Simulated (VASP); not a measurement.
Crystal: Pd.

```
Pd
1.0
     4.36466    0.00000    0.00000
    -2.18233    3.77991    0.00000
     0.00000    0.00000    2.67554
Pd
3
Direct
  0.00000 0.00000 0.00000
  0.33333 0.66667 0.50000
  0.66667 0.33333 0.50000
```

This isn't the form of Pd at room conditions, which is fcc.

```yaml
Program: VASP 6.6.1
Task: relaxation of cell and atoms
Functional: LDA
Potentials_or_basis: VASP PAW LDA potentials, release 64 (Pd)
Cutoff: 600 eV
k_mesh: 8 × 8 × 12
Occupations: fermi-dirac, width 0.1 eV
Spin: no spin polarisation
```

At the start: pressure -3.0 GPa; volume 14.71 Å³/atom.

Problem. Where does the relaxation end?

Solution. Over 8 steps the energy falls by 10.2 meV/atom and the volume is 14.48 Å³/atom (-1.6 %); space group P6/mmm (No. 191, to 0.1 Å) before and after.

The path:
| step | energy change (eV) | largest force (eV/Å) | pressure (GPa) | volume (Å³) |
| --- | --- | --- | --- | --- |
| 1 | 0.0000 | 0.0000 | -3.01 | 44.14 |
| 2 | -0.0106 | 0.0000 | 5.71 | 42.38 |
| 3 | -0.0269 | 0.0000 | 1.65 | 43.12 |
| 4 | -0.0277 | 0.0000 | -1.23 | 43.70 |
| 5 | -0.0306 | 0.0000 | 0.06 | 43.42 |
| 6 | -0.0306 | 0.0000 | 0.10 | 43.42 |
| 7 | -0.0306 | 0.0000 | -0.05 | 43.45 |
| 8 | -0.0306 | 0.0000 | 0.02 | 43.43 |

Final structure:
```cif
data_structure
_symmetry_space_group_name_H-M 'P 1'
_symmetry_Int_Tables_number 1
_cell_length_a 4.3844
_cell_length_b 4.3844
_cell_length_c 2.6090
_cell_angle_alpha 90.000
_cell_angle_beta 90.000
_cell_angle_gamma 120.000
_cell_volume 43.43
loop_
_atom_site_label
_atom_site_type_symbol
_atom_site_fract_x
_atom_site_fract_y
_atom_site_fract_z
_atom_site_occupancy
Pd1 Pd 0.00000 0.00000 0.00000 1
Pd2 Pd 0.33333 0.66667 0.50000 1
Pd3 Pd 0.66667 0.33333 0.50000 1
```
